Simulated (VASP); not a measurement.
# MgS (Fm-3m) in VASP: a series of runs

The runs below take MgS through single point, with PBE, LDA.

All numbers are computed with VASP 6.6.1; they aren't measurements. Logs are shortened: lines on timing, memory, paths and dates and some standing lists are left out, and cuts for length are marked.

## 1. The cell of the first run

The structure is cubic, space group Fm-3m (No. 225). The conventional cell has a = 5.203 Å, b = 5.203 Å, c = 5.203 Å, α = 90.00°, β = 90.00°, γ = 90.00°. Mg (site symmetry m-3m) has 6 S at 2.60 Å within 3.4 Å. S (site symmetry m-3m) has 6 Mg at 2.60 Å within 3.4 Å.

## 2. Single point, PBE

Input file INCAR:

```
SYSTEM = MgS
PREC     = Accurate       ! precision mode
ENCUT    = 520            ! plane-wave cutoff, eV
EDIFF    = 1E-6           ! SCF threshold, eV
ISMEAR   = 0              ! smearing method
SIGMA    = 0.01           ! smearing width, eV
LREAL    = .False.        ! projectors in reciprocal space
LASPH    = .True.         ! aspherical terms in the spheres
NELM     = 60             ! most SCF steps
ALGO     = Normal         ! electronic algorithm
ISIF     = 2              ! what is computed and relaxed
LWAVE    = .False.        ! write WAVECAR
LCHARG   = .False.        ! write CHGCAR
GGA      = PE             ! functional
NBANDS   = 11             ! bands
```

Input file KPOINTS:

```
Automatic mesh
0
Gamma
  6 6 6
  0 0 0
```

Input file POSCAR:

```
MgS
1.0
    0.0000000000      2.6015176528      2.6015176528
    2.6015176528      0.0000000000      2.6015176528
    2.6015176528      2.6015176528      0.0000000000
Mg S
1 1
Direct
    0.0000000000      0.0000000000      0.0000000000
    0.5000000000      0.5000000000      0.5000000000
```

Potentials or basis: VASP PAW PBE potentials, release 64 (Mg, S).

On the command line:

```sh
$ cat potpaw_PBE.64/Mg/POTCAR potpaw_PBE.64/S/POTCAR > POTCAR
$ mpirun -np 1 vasp_std > vasp.out
```

OUTCAR:

```text
SYSTEM = MgS
   PREC = Accurate
   ENCUT = 520
   EDIFF = 1E-6
   ISMEAR = 0
   LREAL = .False.
   LASPH = .True.
   NELM = 60
   ISIF = 2
   GGA = PE

 ion  position               nearest neighbor table
   1  0.000  0.000  0.000-   2 2.60   2 2.60   2 2.60   2 2.60   2 2.60   2 2.60
   2  0.500  0.500  0.500-   1 2.60   1 2.60   1 2.60   1 2.60   1 2.60   1 2.60

  LATTYP: Found a face centered cubic cell.
 ALAT       =     5.2030353056

  Lattice vectors:

 A1 = (   0.0000000000,   2.6015176528,   2.6015176528)
 A2 = (   2.6015176528,   0.0000000000,   2.6015176528)
 A3 = (   2.6015176528,   2.6015176528,   0.0000000000)

Analysis of symmetry for initial positions (statically):
=====================================================================
 Subroutine PRICEL returns:
 Original cell was already a primitive cell.

 Routine SETGRP: Setting up the symmetry group for a
 face centered cubic supercell.

 Subroutine GETGRP returns: Found 48 space group operations
 (whereof 48 operations were pure point group operations)
 out of a pool of 48 trial point group operations.

The static configuration has the point symmetry O_h .

Analysis of symmetry for dynamics (positions and initial velocities):
=====================================================================
 Subroutine PRICEL returns:
 Original cell was already a primitive cell.

 Routine SETGRP: Setting up the symmetry group for a
 face centered cubic supercell.

 Subroutine GETGRP returns: Found 48 space group operations
 (whereof 48 operations were pure point group operations)
 out of a pool of 48 trial point group operations.

The dynamic configuration has the point symmetry O_h .

 Subroutine INISYM returns: Found 48 space group operations
 (whereof 48 operations are pure point group operations),
 and found     1 'primitive' translations

----------------------------------------------------------------------------------------

                                     Primitive cell

  volume of cell :      35.2136

  direct lattice vectors                    reciprocal lattice vectors
     0.000000000  2.601517653  2.601517653    -0.192195505  0.192195505  0.192195505
     2.601517653  0.000000000  2.601517653     0.192195505 -0.192195505  0.192195505
     2.601517653  2.601517653  0.000000000     0.192195505  0.192195505 -0.192195505

  length of vectors
     3.679101547  3.679101547  3.679101547     0.332892380  0.332892380  0.332892380

  position of ions in fractional coordinates (direct lattice)
     0.000000000  0.000000000  0.000000000
     0.500000000  0.500000000  0.500000000

  ion indices of the primitive-cell ions
   primitive index   ion index
                 1           1
                 2           2

----------------------------------------------------------------------------------------

 KPOINTS: Automatic mesh

Automatic generation of k-mesh.
 Grid dimensions read from file:
 generate k-points for:    6    6    6

 Generating k-lattice:

  Cartesian coordinates                     Fractional coordinates (reciprocal lattice)
    -0.032032584  0.032032584  0.032032584     0.166666667  0.000000000  0.000000000
     0.032032584 -0.032032584  0.032032584     0.000000000  0.166666667  0.000000000
     0.032032584  0.032032584 -0.032032584     0.000000000  0.000000000  0.166666667

  Length of vectors
     0.055482063  0.055482063  0.055482063

  Shift w.r.t. Gamma in fractional coordinates (k-lattice)
     0.000000000  0.000000000  0.000000000

 Subroutine IBZKPT returns following result:
 ===========================================

 Found     16 irreducible k-points:

 Following reciprocal coordinates:
            Coordinates               Weight
  0.000000  0.000000  0.000000      1.000000
  0.166667  0.000000  0.000000      8.000000
  0.333333  0.000000  0.000000      8.000000
  0.500000  0.000000  0.000000      4.000000
  0.166667  0.166667  0.000000      6.000000
  0.333333  0.166667  0.000000     24.000000
[... 8 lines left out ...]
 -0.333333  0.333333  0.166667     24.000000
 -0.333333  0.500000  0.166667     12.000000
   k-points           NKPTS =     16   k-points in BZ     NKDIM =     16   number of bands    NBANDS=     11
   number of dos      NEDOS =    301   number of ions     NIONS =      2
   total plane-waves  NPLWV =  21952
   dimension x,y,z NGX =    28 NGY =   28 NGZ =   28
   dimension x,y,z NGXF=    56 NGYF=   56 NGZF=   56
   ions per type =               1   1
   NGX,Y,Z   is equivalent  to a cutoff of  12.65, 12.65, 12.65 a.u.
   NGXF,Y,Z  is equivalent  to a cutoff of  25.30, 25.30, 25.30 a.u.
 SYSTEM =  MgS
   PREC   = accura    normal or accurate (medium, high low for compatibility)
   ISTART =      0    job   : 0-new  1-cont  2-samecut
   ICHARG =      2    charge: 1-file 2-atom 10-const
   ISPIN  =      1    spin polarized calculation?
   LNONCOLLINEAR =      F non collinear calculations
   LSORBIT =      F    spin-orbit coupling
   LASPH  =      T    aspherical Exc in radial PAW
   ENCUT  =  520.0 eV  38.22 Ry    6.18 a.u.   6.84  6.84  6.84*2*pi/ulx,y,z
   NELM   =     60;   NELMIN=  2; NELMDL= -5     # of ELM steps
   EDIFF  = 0.1E-05   stopping-criterion for ELM
   LREAL  =      F    real-space projection
   EDIFFG = 0.1E-04   stopping-criterion for IOM
   NSW    =      0    number of steps for IOM
   IBRION =     -1    ionic relax: 0-MD 1-quasi-New 2-CG
   NFREE  =      0    steps in history (QN), initial steepest desc. (CG)
   ISIF   =      2    stress and relaxation
   ISYM   =      2    0-nonsym 1-usesym 2-fastsym
   POTIM  = 0.5000    time-step for ionic-motion
   TEBEG  =    0.0;   TEEND  =   0.0 temperature during run
   PSTRESS=    0.0 pullay stress
   NELECT =       8.0000    total number of electrons
   NUPDOWN=      -1.0000    fix difference up-down
   EMIN   =  10.00;   EMAX   =-10.00  energy-range for DOS
   EFERMI =   0.00;   METHOD = LEGACY
   ISMEAR =     0;   SIGMA  =   0.01  broadening in eV -4-tet -1-fermi 0-gaus
   EFERMI_NEDOS =   21; number of points for ismear=-14 and -15
   IALGO  =     38    algorithm
   IMIX   =      4    mixing-type and parameters
     AMIX     =   0.40;   BMIX     =  1.00
     AMIX_MAG =   1.60;   BMIX_MAG =  1.00
  volume/ion in A,a.u.               =      17.61       118.82
  Fermi-wavevector in a.u.,A,eV,Ry     =   0.998929  1.887703 13.576704  0.997860
  Thomas-Fermi vector in A             =   2.131186
   LORBIT       =      0    0 simple, 1 ext, 2 COOP (PROOUT), +10 PAW based schemes
   GGA     = PE    functional components
   LHFCALC =     F    Hartree Fock is set to
   AEXX    =    0.0000 exact exchange contribution
   IVDW    =     0    specifies the selected vdW correction
   LEPSILON=     F    determine dielectric tensor
   LRPA    =     F    only Hartree local field effects (RPA)
 non-spin polarized calculation
 Gauss-broadening in eV      SIGMA  =   0.01
  energy-cutoff  :      520.00
  volume of cell :       35.21
 maximum number of plane-waves:       960
   NGX = 13   NGY = 13   NGZ = 13

 number of electron       8.0000000 magnetization

 Free energy of the ion-electron system (eV)
  ---------------------------------------------------
  ext. energy  EPLUGINS =         0.00000000
  ---------------------------------------------------
  free energy    TOTEN  =        -8.49917634 eV

  energy without entropy =       -8.49917634  energy(sigma->0) =       -8.49917634

 E-fermi :   3.8029     XC(G=0):  -9.6882

 val. band max:        3.7289015259   @ k =   0.0000   0.0000   0.0000
 cond. band min:       6.5026203587   @ k =   0.5000   0.5000   0.0000
 fundamental gap:      2.7737188328
 Fermi energy:         3.8029096356

 k-point     1 :       0.0000    0.0000    0.0000
  band No.  band energies     occupation
      1      -8.9389      2.00000
      2       3.7289      2.00000
      3       3.7289      2.00000
      4       3.7289      2.00000
      5       7.4393      0.00000
      6      11.6819      0.00000
      7      11.6819      0.00000
      8      11.6819      0.00000
      9      14.0774      0.00000
     10      14.0774      0.00000
     11      16.2659      0.00000

 k-point     2 :       0.1667    0.0000    0.0000
  band No.  band energies     occupation
      1      -8.6752      2.00000
      2       2.1004      2.00000
      3       3.5602      2.00000
      4       3.5602      2.00000
      5       8.5376      0.00000
      6      11.3857      0.00000
      7      11.9430      0.00000
      8      11.9430      0.00000
      9      13.3769      0.00000
     10      13.3769      0.00000
     11      16.1620      0.00000

 k-point     3 :       0.3333    0.0000    0.0000
  band No.  band energies     occupation
      1      -8.0389      2.00000
      2      -0.1116      2.00000
      3       3.2682      2.00000
      4       3.2682      2.00000
      5       8.5116      0.00000
      6      11.0670      0.00000
      7      11.0670      0.00000
      8      13.0747      0.00000
      9      15.2422      0.00000
     10      15.2422      0.00000
     11      15.2864      0.00000

 k-point     4 :       0.5000    0.0000    0.0000
  band No.  band energies     occupation
      1      -7.6329      2.00000
      2      -1.1015      2.00000
      3       3.1395      2.00000
      4       3.1395      2.00000
      5       8.2762      0.00000
      6      10.6349      0.00000
      7      10.6349      0.00000
      8      13.8432      0.00000
      9      15.8831      0.00000
     10      18.1156      0.00000
     11      18.1156      0.00000

 k-point     5 :       0.1667    0.1667    0.0000
  band No.  band energies     occupation
      1      -8.5896      2.00000
      2       2.1960      2.00000
      3       3.1984      2.00000
      4       3.1984      2.00000
      5       9.0528      0.00000
      6      10.2426      0.00000
      7      11.6372      0.00000
      8      12.8121      0.00000
      9      12.8121      0.00000
     10      14.5365      0.00000
     11      17.8760      0.00000
[... 99 lines left out ...]
 k-point    13 :       0.5000    0.5000    0.0000
  band No.  band energies     occupation
      1      -7.2615      2.00000
      2      -0.4652      2.00000
      3       2.0461      2.00000
      4       2.0461      2.00000
      5       6.5026      0.00000
      6       8.1226      0.00000
      7      15.7343      0.00000
      8      16.5475      0.00000
      9      17.1015      0.00000
     10      17.1015      0.00000
     11      19.5677      0.00000

 k-point    14 :       0.5000    0.3333    0.1667
  band No.  band energies     occupation
      1      -7.6057      2.00000
      2       0.0430      2.00000
      3       1.5379      2.00000
      4       2.4967      2.00000
      5       9.0139      0.00000
      6      10.3511      0.00000
      7      11.0458      0.00000
      8      13.5656      0.00000
      9      15.2803      0.00000
     10      18.5648      0.00000
     11      19.0454      0.00000

 k-point    15 :      -0.3333    0.3333    0.1667
  band No.  band energies     occupation
      1      -7.3303      2.00000
      2      -0.1945      2.00000
      3       1.0168      2.00000
      4       2.1438      2.00000
      5       9.0527      0.00000
      6      10.4478      0.00000
      7      12.4162      0.00000
      8      12.6534      0.00000
      9      15.9635      0.00000
     10      17.6280      0.00000
     11      19.4374      0.00000

 k-point    16 :      -0.3333    0.5000    0.1667
  band No.  band energies     occupation
      1      -7.2280      2.00000
      2      -0.0221      2.00000
      3       1.1494      2.00000
      4       1.5157      2.00000
      5       8.1366      0.00000
      6       9.9514      0.00000
      7      12.8873      0.00000
      8      13.5306      0.00000
      9      17.5323      0.00000
     10      18.7679      0.00000
     11      19.1957      0.00000

------------------------ aborting loop because EDIFF is reached ----------------------------------------

  FORCE on cell =-STRESS in cart. coord.  units (eV):
  Direction    XX          YY          ZZ          XY          YZ          ZX
  --------------------------------------------------------------------------------------
  -------------------------------------------------------------------------------------
  Total        0.1970725      0.1970725      0.1970725     -0.0000000     -0.0000000      0.0000000
  in kB        8.9665691      8.9665691      8.9665691     -0.0000000     -0.0000000      0.0000000
  external PRESSURE =       8.9665691 kB  Pullay stress =       0.0000000 kB

 VOLUME and BASIS-vectors are now :
 -----------------------------------------------------------------------------
  energy-cutoff  :      520.00
  volume of cell :       35.21
      direct lattice vectors                 reciprocal lattice vectors
     0.000000000  2.601517653  2.601517653    -0.192195505  0.192195505  0.192195505
     2.601517653  0.000000000  2.601517653     0.192195505 -0.192195505  0.192195505
     2.601517653  2.601517653  0.000000000     0.192195505  0.192195505 -0.192195505

 POSITION                                       TOTAL-FORCE (eV/Angst)
 -----------------------------------------------------------------------------------
      0.00000      0.00000      0.00000        -0.000000     -0.000000      0.000000
      2.60152      2.60152      2.60152         0.000000      0.000000     -0.000000
 -----------------------------------------------------------------------------------
    total drift:                                0.000000      0.000000      0.000000

  FREE ENERGIE OF THE ION-ELECTRON SYSTEM (eV)
  ---------------------------------------------------
  free  energy   TOTEN  =        -8.4991763357 eV

  energy  without entropy=       -8.4991763357  energy(sigma->0) =       -8.49917634
```

Run time: 3.3 s. Hardware: 1 thread of Intel Xeon 6975P-C (Granite Rapids), shared host; peak memory 0.15 GiB.

Results:

| Property | Result |
| --- | --- |
| Free energy | -8.4992 eV |
| Pressure | 0.9 GPa |
| Band gap on the k mesh | 2.77 eV, indirect (least direct gap 3.71 eV) |

Levels at points of the mesh, in eV from the valence-band top:
```
           k point  band 1  band 2  band 3  band 4  band 5  band 6  band 7  band 8  band 9
(0.00, 0.00, 0.00)  -12.67    0.00    0.00    0.00    3.71    7.95    7.95    7.95   10.35
(0.50, 0.00, 0.00)  -11.36   -4.83   -0.59   -0.59    4.55    6.91    6.91   10.11   12.15
(0.50, 0.50, 0.00)  -10.99   -4.19   -1.68   -1.68    2.77    4.39   12.01   12.82   13.37
```

## 3. Single point, PBE

Input file INCAR:

```
PREC = Accurate ; ENCUT = 520
EDIFF = 1E-6 ; ISMEAR = 0
SIGMA = 0.01 ; LREAL = False
LASPH = True ; NELM = 80
ALGO = Normal ; ISIF = 2
LWAVE = False ; LCHARG = False
GGA = PE ; NBANDS = 11
```

Input file KPOINTS:

```
regular mesh
0
Gamma
  6 6 6
```

POSCAR is that of step 2.

Potentials or basis: VASP PAW PBE potentials, release 64 (Mg, S).

On the command line:

```sh
$ cat potpaw_PBE.64/Mg/POTCAR potpaw_PBE.64/S/POTCAR > POTCAR
$ mpirun -np 1 vasp_std > vasp.out
```

Run time: 3.4 s. Hardware: 1 thread of Intel Xeon 6975P-C (Granite Rapids), shared host; peak memory 0.15 GiB.

Results (log left out):

| Item | Value |
| --- | --- |
| Free energy | -8.4992 eV |
| Pressure | 0.9 GPa |
| Band gap on the k mesh | 2.77 eV, indirect (least direct gap 3.71 eV) |

Levels at points of the mesh, in eV from the valence-band top:
| k point | band 1 | band 2 | band 3 | band 4 | band 5 | band 6 | band 7 | band 8 |
| --- | --- | --- | --- | --- | --- | --- | --- | --- |
| (0.00, 0.00, 0.00) | -12.67 | 0.00 | 0.00 | 0.00 | 3.71 | 7.95 | 7.95 | 7.95 |
| (0.50, 0.00, 0.00) | -11.36 | -4.83 | -0.59 | -0.59 | 4.55 | 6.91 | 6.91 | 10.11 |
| (0.50, 0.50, 0.00) | -10.99 | -4.19 | -1.68 | -1.68 | 2.77 | 4.39 | 12.01 | 12.82 |

## 4. Single point, LDA

This run uses another cell than the first one, of 16.87 Å³/atom, 0.958 times its volume.

Input file INCAR:

```
PREC = Accurate ; ENCUT = 520
EDIFF = 1E-6 ; ISMEAR = -1
SIGMA = 0.02 ; LREAL = F
LASPH = T ; NELM = 60
ALGO = Normal ; ISIF = 2
LWAVE = F ; LCHARG = T
GGA = CA ; LELF = T
LVHAR = T ; NBANDS = 11
```

Input file KPOINTS:

```
regular mesh
0
Gamma
  8 8 8
```

Input file POSCAR:

```
MgS
1.0
    0.0000000000      2.5645970029      2.5645970029
    2.5645970029      0.0000000000      2.5645970029
    2.5645970029      2.5645970029      0.0000000000
Mg S
1 1
Direct
    0.0000000000      0.0000000000      0.0000000000
    0.5000000000      0.5000000000      0.5000000000
```

Potentials or basis: VASP PAW LDA potentials, release 64 (Mg, S).

On the command line:

```sh
$ cat potpaw_LDA.64/Mg/POTCAR potpaw_LDA.64/S/POTCAR > POTCAR
$ mpirun -np 1 vasp_std > vasp.out
```

Run time: 4.5 s. Hardware: 1 thread of Intel Xeon 6975P-C (Granite Rapids), shared host; peak memory 0.14 GiB.

The run converged. Its results:

```yaml
Free_energy: -9.5920 eV
Pressure: -0.6 GPa
Band_gap_on_the_k_mesh: 2.65 eV, indirect (least direct gap 3.84 eV)
```

Levels at points of the mesh, in eV from the valence-band top:
| k point | band 1 | band 2 | band 3 | band 4 | band 5 | band 6 | band 7 | band 8 |
| --- | --- | --- | --- | --- | --- | --- | --- | --- |
| (0.00, 0.00, 0.00) | -12.89 | 0.00 | 0.00 | 0.00 | 3.84 | 7.81 | 7.81 | 7.81 |
| (0.50, 0.00, 0.00) | -11.45 | -5.14 | -0.65 | -0.65 | 4.44 | 6.79 | 6.79 | 10.31 |
| (0.50, 0.50, 0.00) | -11.03 | -4.48 | -1.81 | -1.81 | 2.65 | 4.12 | 12.22 | 12.88 |

A k mesh can miss the band edges.
